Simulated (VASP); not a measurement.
**Hf2SiBr: single point with PBE**

The system is Hf2SiBr.

```
CELL_PARAMETERS angstrom
3.99522 0.00000 0.00000
-1.99761 3.45996 0.00000
0.00000 0.00000 7.23898
ATOMIC_POSITIONS crystal
Hf 0.00000 0.00000 0.24592
Hf 0.00000 0.00000 0.75408
Si 0.00000 0.00000 0.00000
Br 0.00000 0.00000 0.50000
```

The cell was built from a structure type or drawn by symmetry, and may not be a known phase.

| Item | Value |
| --- | --- |
| Program | VASP 6.6.1 |
| Task | single point |
| Functional | PBE |
| Potentials or basis | VASP PAW PBE potentials, release 64 (Hf_pv, Si, Br) |
| Cutoff | 520 eV |
| k mesh | 6 × 6 × 4 |
| Occupations | gaussian, width 0.1 eV |
| Spin | no spin polarisation |
| Dipole correction | no |
| Further INCAR settings | ALGO = Normal; EDIFF = 1e-06; NBANDS = 24 |

```yaml
Pressure: 91.8 GPa
Largest_force: 7.499 eV/Å
Band_gap_on_the_k_mesh: zero (an odd number of electrons rules out a gap without spin polarisation)
```

Forces in eV/Å, atoms in the order of the input:
```
Hf   0.000  0.000 -7.499
Hf   0.000  0.000  7.499
Si   0.000  0.000  0.000
Br   0.000  0.000  0.000
```

Stress tensor (GPa, compression positive):
```
 -7.89   0.00   0.00
  0.00  -7.89   0.00
  0.00   0.00 291.28
```

Levels at points of the mesh, in eV from the Fermi level:
```tsv
k point	band 13	band 14	band 15	band 16	band 17	band 18
(0.00, 0.00, 0.00)	-2.33	-0.08	-0.08	-0.01	-0.01	0.93
(0.50, 0.00, 0.00)	-1.40	-0.87	-0.62	-0.25	-0.23	2.03
(0.00, 0.00, 0.50)	-1.82	-1.82	-1.22	0.98	1.27	1.27
(0.50, 0.00, 0.50)	-2.14	-1.05	-0.11	0.65	1.03	1.45
```

It took 36 s on 1 thread of Intel(R) Xeon(R) Platinum 8488C (Sapphire Rapids), with other jobs on the host, peak memory 0.23 GiB.

Caveat: atoms lie so close that the PAW spheres overlap strongly, which falsifies energies and pressures; the cell stands under pressure; spin-orbit coupling is left out, which moves the levels of the heavy elements; an odd number of electrons without spin polarisation forces a metal; a magnetic or distorted state may lie lower.
